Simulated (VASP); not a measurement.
# LiF in VASP: single point with PBE+D3(BJ)

Aim: the single point of LiF with PBE+D3(BJ).

Program: VASP 6.6.1. These are calculated values, not measurements. Logs are shortened: lines on timing, memory, paths and dates and some standing lists are left out, and cuts for length are marked.

**1. The cell of the first run**

The cell holds a slab with vacuum, 32 atoms: a = 5.657 Å, b = 5.657 Å, c = 23.001 Å, α = 90.00°, β = 90.00°, γ = 90.00°.

**2. Single point, PBE+D3(BJ)**

File INCAR:

```
SYSTEM = LiF
PREC = Accurate
ENCUT = 520
EDIFF = 1E-7
ISMEAR = 0
SIGMA = 0.05
LREAL = Auto
LASPH = .True.
NELM = 100
ALGO = Normal
ISIF = 2
LWAVE = .False.
LCHARG = .True.
LDIPOL = .True.
IDIPOL = 3
DIPOL = 0.5 0.5 0.500
GGA = PE
IVDW = 12
LELF = .True.
LVHAR = .True.
LVACPOTAV = .True.
NBANDS = 102
```

File KPOINTS:

```
Automatic mesh
0
Gamma
  5 5 1
  0 0 0
```

File POSCAR:

```
LiF
1.0
    5.6574267976      0.0000000000      0.0000000000
    0.0000000000      5.6574267976      0.0000000000
    0.0000000000      0.0000000000     23.0006072790
Li F
16 16
Direct
    0.2500000000      0.2500000000      0.3695554599
    0.2500000000      0.7500000000      0.3695554599
    0.7500000000      0.2500000000      0.3695554599
    0.7500000000      0.7500000000      0.3695554599
    0.5000000000      0.5000000000      0.4565184866
    0.5000000000      0.0000000000      0.4565184866
    0.0000000000      0.5000000000      0.4565184866
    0.0000000000      0.0000000000      0.4565184866
    0.7500000000      0.7500000000      0.5440335162
    0.7500000000      0.2500000000      0.5440335162
    0.2500000000      0.7500000000      0.5440335162
    0.2500000000      0.2500000000      0.5440335162
    0.0000000000      0.0000000000      0.6293383408
    0.0000000000      0.5000000000      0.6293383408
    0.5000000000      0.0000000000      0.6293383408
    0.5000000000      0.5000000000      0.6293383408
    0.5000000000      0.5000000000      0.3695554599
    0.5000000000      0.0000000000      0.3695554599
    0.0000000000      0.5000000000      0.3695554599
    0.0000000000      0.0000000000      0.3695554599
    0.7500000000      0.7500000000      0.4565184866
    0.7500000000      0.2500000000      0.4565184866
    0.2500000000      0.7500000000      0.4565184866
    0.2500000000      0.2500000000      0.4565184866
    0.0000000000      0.0000000000      0.5434972776
    0.0000000000      0.5000000000      0.5434972776
    0.5000000000      0.0000000000      0.5434972776
    0.5000000000      0.5000000000      0.5434972776
    0.2500000000      0.2500000000      0.6325466586
    0.2500000000      0.7500000000      0.6325466586
    0.7500000000      0.2500000000      0.6325466586
    0.7500000000      0.7500000000      0.6325466586
```

Potentials or basis: VASP PAW PBE potentials, release 64 (Li_sv, F).

Command:

```bash
> cat potpaw_PBE.64/Li_sv/POTCAR potpaw_PBE.64/F/POTCAR > POTCAR
> mpirun -np 1 vasp_std > vasp.out
```

OUTCAR:

```text
SYSTEM = LiF
   PREC = Accurate
   ENCUT = 520
   EDIFF = 1E-7
   ISMEAR = 0
   LREAL = Auto
   LASPH = .True.
   NELM = 100
   ISIF = 2
   GGA = PE
   IVDW = 12
 IVDW          = 12

 ion  position               nearest neighbor table
   1  0.250  0.250  0.370-  24 2.00  18 2.00  19 2.00  20 2.00  17 2.00
   2  0.250  0.750  0.370-  23 2.00  18 2.00  19 2.00  20 2.00  17 2.00
   3  0.750  0.250  0.370-  22 2.00  18 2.00  19 2.00  20 2.00  17 2.00
   4  0.750  0.750  0.370-  21 2.00  18 2.00  19 2.00  20 2.00  17 2.00
   5  0.500  0.500  0.457-  17 2.00  21 2.00  22 2.00  23 2.00  24 2.00  28 2.00
   6  0.500  0.000  0.457-  18 2.00  21 2.00  22 2.00  23 2.00  24 2.00  27 2.00
   7  0.000  0.500  0.457-  19 2.00  21 2.00  22 2.00  23 2.00  24 2.00  26 2.00
   8  0.000  0.000  0.457-  20 2.00  21 2.00  22 2.00  23 2.00  24 2.00  25 2.00
   9  0.750  0.750  0.544-  25 2.00  26 2.00  27 2.00  28 2.00  21 2.01  32 2.04
  10  0.750  0.250  0.544-  25 2.00  26 2.00  27 2.00  28 2.00  22 2.01  31 2.04
  11  0.250  0.750  0.544-  25 2.00  26 2.00  27 2.00  28 2.00  23 2.01  30 2.04
  12  0.250  0.250  0.544-  25 2.00  26 2.00  27 2.00  28 2.00  24 2.01  29 2.04
  13  0.000  0.000  0.629-  25 1.97  29 2.00  30 2.00  31 2.00  32 2.00
  14  0.000  0.500  0.629-  26 1.97  29 2.00  30 2.00  31 2.00  32 2.00
  15  0.500  0.000  0.629-  27 1.97  29 2.00  30 2.00  31 2.00  32 2.00
  16  0.500  0.500  0.629-  28 1.97  29 2.00  30 2.00  31 2.00  32 2.00
  17  0.500  0.500  0.370-   5 2.00   2 2.00   3 2.00   4 2.00   1 2.00
  18  0.500  0.000  0.370-   6 2.00   2 2.00   3 2.00   4 2.00   1 2.00
  19  0.000  0.500  0.370-   7 2.00   2 2.00   3 2.00   4 2.00   1 2.00
  20  0.000  0.000  0.370-   8 2.00   2 2.00   3 2.00   4 2.00   1 2.00
  21  0.750  0.750  0.457-   4 2.00   5 2.00   6 2.00   7 2.00   8 2.00   9 2.01
  22  0.750  0.250  0.457-   3 2.00   5 2.00   6 2.00   7 2.00   8 2.00  10 2.01
[... 15 lines left out ...]
  Lattice vectors:

 A1 = (   5.6574267976,   0.0000000000,   0.0000000000)
 A2 = (   0.0000000000,   5.6574267976,   0.0000000000)
 A3 = (   0.0000000000,   0.0000000000,  23.0006072790)

Analysis of symmetry for initial positions (statically):
=====================================================================
 Subroutine PRICEL returns following result:

  LATTYP: Found a simple tetragonal cell.
 ALAT       =     2.8287133988
 C/A-ratio  =     8.1311197129

  Lattice vectors:

 A1 = (   2.8287133988,   0.0000000000,   0.0000000000)
 A2 = (   0.0000000000,   2.8287133988,   0.0000000000)
 A3 = (   0.0000000000,   0.0000000000,  23.0006072790)

   4 primitive cells build up your supercell.

 Routine SETGRP: Setting up the symmetry group for a
 simple tetragonal supercell.

 Subroutine GETGRP returns: Found  8 space group operations
 (whereof  8 operations were pure point group operations)
 out of a pool of 16 trial point group operations.

The static configuration has the point symmetry C_4v.

Analysis of symmetry for dynamics (positions and initial velocities):
=====================================================================
 Subroutine PRICEL returns following result:

  LATTYP: Found a simple tetragonal cell.
 ALAT       =     2.8287133988
 C/A-ratio  =     8.1311197129

  Lattice vectors:

 A1 = (   2.8287133988,   0.0000000000,   0.0000000000)
 A2 = (   0.0000000000,   2.8287133988,   0.0000000000)
 A3 = (   0.0000000000,   0.0000000000,  23.0006072790)

   4 primitive cells build up your supercell.

 Routine SETGRP: Setting up the symmetry group for a
 simple tetragonal supercell.

 Subroutine GETGRP returns: Found  8 space group operations
 (whereof  8 operations were pure point group operations)
 out of a pool of 16 trial point group operations.

The dynamic configuration has the point symmetry C_4v.

 Subroutine INISYM returns: Found  8 space group operations
 (whereof  8 operations are pure point group operations),
 and found     4 'primitive' translations

----------------------------------------------------------------------------------------

                                     Primitive cell

  volume of cell :     184.0421

  direct lattice vectors                    reciprocal lattice vectors
     2.828713399  0.000000000  0.000000000     0.353517610  0.000000000  0.000000000
     0.000000000  2.828713399  0.000000000     0.000000000  0.353517610  0.000000000
     0.000000000  0.000000000 23.000607279     0.000000000  0.000000000  0.043477113

  length of vectors
     2.828713399  2.828713399 23.000607279     0.353517610  0.353517610  0.043477113

  position of ions in fractional coordinates (direct lattice)
     0.500000000  0.500000000  0.369555460
     0.000000000  0.000000000  0.456518487
     0.500000000  0.500000000  0.544033516
     0.000000000  0.000000000  0.629338341
     0.000000000  0.000000000  0.369555460
     0.500000000  0.500000000  0.456518487
     0.000000000  0.000000000  0.543497278
     0.500000000  0.500000000  0.632546659

  ion indices of the primitive-cell ions
   primitive index   ion index
                 1           1
                 2           5
                 3          12
                 4          13
                 5          17
                 6          24
                 7          25
                 8          29

----------------------------------------------------------------------------------------

 KPOINTS: Automatic mesh

Automatic generation of k-mesh.
 Grid dimensions read from file:
 generate k-points for:    5    5    1

 Generating k-lattice:

  Cartesian coordinates                     Fractional coordinates (reciprocal lattice)
     0.035351761  0.000000000  0.000000000     0.200000000  0.000000000  0.000000000
     0.000000000  0.035351761  0.000000000     0.000000000  0.200000000  0.000000000
     0.000000000  0.000000000  0.043477113     0.000000000  0.000000000  1.000000000

  Length of vectors
     0.035351761  0.035351761  0.043477113

  Shift w.r.t. Gamma in fractional coordinates (k-lattice)
     0.000000000  0.000000000  0.000000000

 Subroutine IBZKPT returns following result:
 ===========================================

 Found      6 irreducible k-points:

 Following reciprocal coordinates:
            Coordinates               Weight
  0.000000  0.000000  0.000000      1.000000
  0.200000  0.000000  0.000000      4.000000
  0.400000  0.000000  0.000000      4.000000
  0.200000  0.200000  0.000000      4.000000
  0.400000  0.200000  0.000000      8.000000
  0.400000  0.400000  0.000000      4.000000
   k-points           NKPTS =      6   k-points in BZ     NKDIM =      6   number of bands    NBANDS=    102
   number of dos      NEDOS =    301   number of ions     NIONS =     32
   total plane-waves  NPLWV = 317520
   dimension x,y,z NGX =    42 NGY =   42 NGZ =  180
   dimension x,y,z NGXF=    84 NGYF=   84 NGZF=  360
   ions per type =              16  16
   NGX,Y,Z   is equivalent  to a cutoff of  12.34, 12.34, 13.01 a.u.
   NGXF,Y,Z  is equivalent  to a cutoff of  24.68, 24.68, 26.02 a.u.
 SYSTEM =  LiF
   PREC   = accura    normal or accurate (medium, high low for compatibility)
   ISTART =      0    job   : 0-new  1-cont  2-samecut
   ICHARG =      2    charge: 1-file 2-atom 10-const
   ISPIN  =      1    spin polarized calculation?
   LNONCOLLINEAR =      F non collinear calculations
   LSORBIT =      F    spin-orbit coupling
   LASPH  =      T    aspherical Exc in radial PAW
   ENCUT  =  520.0 eV  38.22 Ry    6.18 a.u.  10.52 10.52 42.77*2*pi/ulx,y,z
   NELM   =    100;   NELMIN=  2; NELMDL= -5     # of ELM steps
   EDIFF  = 0.1E-06   stopping-criterion for ELM
   LREAL  =      T    real-space projection
   EDIFFG = 0.1E-05   stopping-criterion for IOM
   NSW    =      0    number of steps for IOM
   IBRION =     -1    ionic relax: 0-MD 1-quasi-New 2-CG
   NFREE  =      0    steps in history (QN), initial steepest desc. (CG)
   ISIF   =      2    stress and relaxation
   ISYM   =      2    0-nonsym 1-usesym 2-fastsym
   POTIM  = 0.5000    time-step for ionic-motion
   TEBEG  =    0.0;   TEEND  =   0.0 temperature during run
   PSTRESS=    0.0 pullay stress
   NELECT =     160.0000    total number of electrons
   NUPDOWN=      -1.0000    fix difference up-down
   EMIN   =  10.00;   EMAX   =-10.00  energy-range for DOS
   EFERMI =   0.00;   METHOD = LEGACY
   ISMEAR =     0;   SIGMA  =   0.05  broadening in eV -4-tet -1-fermi 0-gaus
   EFERMI_NEDOS =   21; number of points for ismear=-14 and -15
   IALGO  =     38    algorithm
   IMIX   =      4    mixing-type and parameters
     AMIX     =   0.40;   BMIX     =  1.00
     AMIX_MAG =   1.60;   BMIX_MAG =  1.00
  volume/ion in A,a.u.               =      23.01       155.25
  Fermi-wavevector in a.u.,A,eV,Ry     =   0.984289  1.860036 13.181650  0.968824
  Thomas-Fermi vector in A             =   2.115510
   LORBIT       =      0    0 simple, 1 ext, 2 COOP (PROOUT), +10 PAW based schemes
   GGA     = PE    functional components
   LHFCALC =     F    Hartree Fock is set to
   AEXX    =    0.0000 exact exchange contribution
   IVDW    =    12    specifies the selected vdW correction
   LEPSILON=     F    determine dielectric tensor
   LRPA    =     F    only Hartree local field effects (RPA)
 non-spin polarized calculation
 Gauss-broadening in eV      SIGMA  =   0.05
  energy-cutoff  :      520.00
  volume of cell :      736.17
 maximum number of plane-waves:     19845
 NGX is ok and might be reduce to    42
   NGX = 21   NGY = 21   NGZ = 85

 number of electron     159.9999782 magnetization

 dipolmoment           0.000000      0.000000      0.118805 electrons x Angstroem

 Free energy of the ion-electron system (eV)
  ---------------------------------------------------
  ext. energy  EPLUGINS =         0.00000000
  ---------------------------------------------------
  free energy    TOTEN  =      -153.05767522 eV

  energy without entropy =     -153.05767522  energy(sigma->0) =     -153.05767522

 E-fermi :  -4.7065     XC(G=0):  -4.0268

 val. band max:       -5.0515378486   @ k =   0.0000   0.0000   0.0000
 cond. band min:       1.2379714442   @ k =   0.0000   0.0000   0.0000
 fundamental gap:      6.2895092928
 Fermi energy:        -4.7065474176

 k-point     1 :       0.0000    0.0000    0.0000
  band No.  band energies     occupation
      1     -46.4642      2.00000
      2     -46.4416      2.00000
      3     -46.4416      2.00000
      4     -46.4246      2.00000
      5     -46.1822      2.00000
      6     -46.1537      2.00000
[... 559 lines left out ...]
     91       4.9265      0.00000
     92       5.0504      0.00000
 [bands above 92 left out]

------------------------ aborting loop because EDIFF is reached ----------------------------------------

 Edisp (eV)   -4.33884

 E8    (eV) :    -1.6510

  FORCE on cell =-STRESS in cart. coord.  units (eV):
  Direction    XX          YY          ZZ          XY          YZ          ZX
  --------------------------------------------------------------------------------------
  -------------------------------------------------------------------------------------
  Total      -5.40057    -5.40057    -0.07930     0.00000     0.00000    -0.00000
  in kB     -11.75365   -11.75365    -0.17258     0.00000     0.00000    -0.00000
  external pressure =       -7.89 kB  Pullay stress =        0.00 kB

 VOLUME and BASIS-vectors are now :
 -----------------------------------------------------------------------------
  energy-cutoff  :      520.00
  volume of cell :      736.17
      direct lattice vectors                 reciprocal lattice vectors
     5.657426798  0.000000000  0.000000000     0.176758805  0.000000000  0.000000000
     0.000000000  5.657426798  0.000000000     0.000000000  0.176758805  0.000000000
     0.000000000  0.000000000 23.000607279     0.000000000  0.000000000  0.043477113

 POSITION                                       TOTAL-FORCE (eV/Angst)
 -----------------------------------------------------------------------------------
      1.41436      1.41436      8.50000         0.000000      0.000000      0.320707
      1.41436      4.24307      8.50000        -0.000000      0.000000      0.320707
      4.24307      1.41436      8.50000         0.000000     -0.000000      0.320707
      4.24307      4.24307      8.50000         0.000000      0.000000      0.320707
      2.82871      2.82871     10.50020         0.000000      0.000000      0.017562
      2.82871      0.00000     10.50020         0.000000     -0.000000      0.017562
[... 24 lines left out ...]
      4.24307      1.41436     14.54896        -0.000000      0.000000      0.002052
      4.24307      4.24307     14.54896        -0.000000     -0.000000      0.002052
 -----------------------------------------------------------------------------------
    total drift:                                0.000000      0.000000      0.043740

  FREE ENERGIE OF THE ION-ELECTRON SYSTEM (eV)
  ---------------------------------------------------
  free  energy   TOTEN  =      -157.3965182660 eV

  energy  without entropy=     -157.3965182660  energy(sigma->0) =     -157.39651827

 vacuum level on the upper side and lower side of the slab         2.653         1.981
```

Wall time 34 min (1 thread of Intel Xeon 8259CL, shared host); peak memory 0.78 GiB.

Results:

| Property | Result |
| --- | --- |
| Free energy | -157.3965 eV |
| Largest force | 0.382 eV/Å |
| Band gap on the k mesh | 6.29 eV |
| Dispersion energy per atom | -0.136 eV |

Forces on the atoms (eV/Å):
```
Li   0.000  0.000  0.321
Li   0.000  0.000  0.321
Li   0.000  0.000  0.321
Li   0.000  0.000  0.321
Li   0.000  0.000  0.018
Li   0.000  0.000  0.018
Li   0.000  0.000  0.018
Li   0.000  0.000  0.018
Li   0.000  0.000 -0.013
Li   0.000  0.000 -0.013
Li   0.000  0.000 -0.013
Li   0.000  0.000 -0.013
Li   0.000  0.000  0.006
Li   0.000  0.000  0.006
Li   0.000  0.000  0.006
Li   0.000  0.000  0.006
F    0.000  0.000 -0.382
F    0.000  0.000 -0.382
F    0.000  0.000 -0.382
F    0.000  0.000 -0.382
F    0.000  0.000  0.018
F    0.000  0.000  0.018
F    0.000  0.000  0.018
F    0.000  0.000  0.018
F    0.000  0.000  0.030
F    0.000  0.000  0.030
F    0.000  0.000  0.030
F    0.000  0.000  0.030
F    0.000  0.000  0.002
F    0.000  0.000  0.002
F    0.000  0.000  0.002
F    0.000  0.000  0.002
```

Caveat: the cutoff is under 1.25 times the usual one of these potentials, so pressure, stress and relaxed cells hold a basis-set (Pulay) error.
